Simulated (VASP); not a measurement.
Here is a VASP 6.6.1 calculation.

INCAR

```
SYSTEM = Mg
PREC = Accurate
ENCUT = 520
EDIFF = 1E-6
ISMEAR = 0
SIGMA = 0.15
LREAL = .FALSE.
LASPH = .TRUE.
NELM = 80
ALGO = Fast
ISIF = 2
LWAVE = .FALSE.
LCHARG = .TRUE.
GGA = PE
LELF = .TRUE.
LVHAR = .TRUE.
NBANDS = 9
```

The input KPOINTS:

```
regular mesh
0
G
  18 18 10
  0 0 0
```

The input POSCAR:

```
Mg
1.0
    2.9405281840      0.0000000000      0.0000000000
   -1.4702640920      2.5465721079      0.0000000000
    0.0000000000      0.0000000000      6.2062242710
Mg
2
Direct
    0.3333333333      0.6666666667      0.2500000000
    0.6666666667      0.3333333333      0.7500000000
```

Potentials or basis: VASP PAW PBE potentials, release 64 (Mg).

Command:

```sh
$ cat potpaw_PBE.64/Mg/POTCAR > POTCAR
$ mpirun -np 1 vasp_std > vasp.out
```

(1) Estimate the pressure.

(2) What does it give for the band gap on the k mesh?

Results:

(1) 2.8 GPa.

(2) zero (band 2 reaches 3.59 eV, above the bottom of band 3 at -0.05 eV).
